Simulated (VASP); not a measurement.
## NiO2: single point with r2SCAN

Crystal: NiO2.

```xyz
3
Lattice="2.6894 0.0000 0.0000 -1.3447 2.3291 0.0000 0.0000 0.0000 4.9092" Properties=species:S:1:pos:R:3 pbc="T T T"
Ni    0.0000    0.0000    2.4546
O     1.3447    0.7764    3.4556
O     0.0000    1.5527    1.4536
```

This cell differs from its parent crystal: ratio of the length along z to the lengths across it x 1.1, volume and fractional coordinates fixed.

| Property | Result |
| --- | --- |
| Program | VASP 6.6.1 |
| Task | single point |
| Functional | r2SCAN |
| Potentials or basis | VASP PAW PBE potentials, release 64 (Ni, O) |
| Cutoff | 520 eV |
| k mesh | 12 × 12 × 8 |
| Occupations | gaussian, width 0.05 eV |
| Spin | no spin polarisation |

```json
{
  "Pressure": "7.4 GPa",
  "Largest force": "0.344 eV/Å",
  "Band gap on the k mesh": "1.61 eV, indirect (least direct gap 1.79 eV)"
}
```

Forces on the atoms (eV/Å):
```
Ni   0.000  0.000  0.000
O    0.000  0.000 -0.344
O    0.000  0.000  0.344
```

Stress tensor (GPa, compression positive):
```
13.29  0.00  0.00
 0.00 13.29  0.00
 0.00  0.00 -4.22
```

Levels at points of the mesh, in eV from the valence-band top:
| k point | band 8 | band 9 | band 10 | band 11 | band 12 | band 13 | band 14 | band 15 |
| --- | --- | --- | --- | --- | --- | --- | --- | --- |
| (0.00, 0.00, 0.00) | -0.74 | -0.62 | -0.54 | -0.54 | 2.86 | 2.86 | 9.20 | 13.02 |
| (0.50, 0.00, 0.00) | -2.03 | -1.86 | -1.78 | -1.00 | 2.37 | 2.77 | 13.94 | 15.27 |
| (0.00, 0.00, 0.50) | -1.81 | -0.56 | -0.56 | -0.26 | 2.88 | 2.88 | 11.37 | 11.46 |
| (0.50, 0.00, 0.50) | -1.86 | -1.83 | -1.60 | -1.07 | 2.39 | 2.72 | 13.21 | 14.62 |

Wall time 3.7 min on 1 thread of Intel Xeon 6975P-C, on a shared host, peak memory 0.2 GiB.

Caveat: the PAW data sets were made with another functional, which shifts forces and pressure a little. Spin polarisation is off, so any magnetic state and its effect on volume and gap are missing.
